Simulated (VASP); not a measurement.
Write the native input for VASP 6.6.1 that does the following.

| Item | Value |
| --- | --- |
| Task | single point |
| Functional | LDA |
| Potentials or basis | VASP PAW LDA potentials, release 64 (Ba_sv, Zr_sv, O) |
| Cutoff | 520 eV |
| k mesh | 4 × 4 × 4 |
| Occupations | gaussian, width 0.01 eV |
| Spin | no spin polarisation |
| Dipole correction | no |
| Further INCAR settings | ALGO = Normal; EDIFF = 1e-06; NBANDS = 28 |

The structure of BaZrO3 lies in POSCAR:

```
BaZrO3
1.0
    4.1176254978      0.0000000000      0.0000000000
    0.0000000000      4.1176254978      0.0000000000
    0.0000000000      0.0000000000      4.1176254978
Ba Zr O
1 1 3
Direct
    0.0000000000      0.0000000000      0.0000000000
    0.5000000000      0.5000000000      0.5000000000
    0.0000000000      0.5000000000      0.5000000000
    0.5000000000      0.0000000000      0.5000000000
    0.5000000000      0.5000000000      0.0000000000
```

One way to write it, as run:

INCAR

```
ALGO = Normal
EDIFF = 1E-6
ENCUT = 520
GGA = CA
ISIF = 2
ISMEAR = 0
LASPH = True
LCHARG = False
LREAL = False
LWAVE = False
NBANDS = 28
NELM = 80
PREC = Accurate
SIGMA = 0.01
```

KPOINTS

```
k-points
0
Gamma
  4 4 4
```

Potentials or basis: VASP PAW LDA potentials, release 64 (Ba_sv, Zr_sv, O).

The run is started by

```bash
$ cat potpaw_LDA.64/Ba_sv/POTCAR potpaw_LDA.64/Zr_sv/POTCAR potpaw_LDA.64/O/POTCAR > POTCAR
$ mpirun -np 1 vasp_std > vasp.out
```

Results of the run:

The pressure is 5.7 GPa. The band gap on the k mesh is 3.17 eV, indirect (least direct gap 3.31 eV).

Caveat: spin-orbit coupling is left out, which moves the levels of the heavy elements.

Run time: 18 s on 1 thread of AMD EPYC 7R43 64-Core Processor (Zen 3) (shared host), peak memory 0.13 GiB.
